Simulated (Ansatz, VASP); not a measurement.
# InGa3As4 in VASP and in Ansatz

```
Ga As In
1.0
     5.77920    0.00000    0.00000
     0.00000    5.77920    0.00000
     0.00000    0.00000    5.77920
Ga As In
3 4 1
Direct
  0.50000 0.00000 0.00000
  0.00000 0.50000 0.00000
  0.00000 0.00000 0.50000
  0.75954 0.24046 0.24046
  0.24046 0.75954 0.24046
  0.24046 0.24046 0.75954
  0.75954 0.75954 0.75954
  0.50000 0.50000 0.50000
```

Alike in both runs: task single point; functional PBE; k mesh 4 × 4 × 4; occupations fermi-dirac, width 0.02 eV; no spin polarisation.

|  | VASP | Ansatz |
| --- | --- | --- |
| version | VASP 6.6.1 | Ansatz 0.2.0 |
| potentials or method | VASP PAW PBE potentials, release 64 (Ga_d, As_d, In_d) | plane waves, PAW |
| plane-wave cutoff (eV) | 510 | 420 |
| valence electrons in the cell | 112 | 112 |

VASP gave:

```
pressure (GPa) : 2.6
```

Question: What did Ansatz give for the same quantities?

Answer: Pressure (GPa): 2.5.
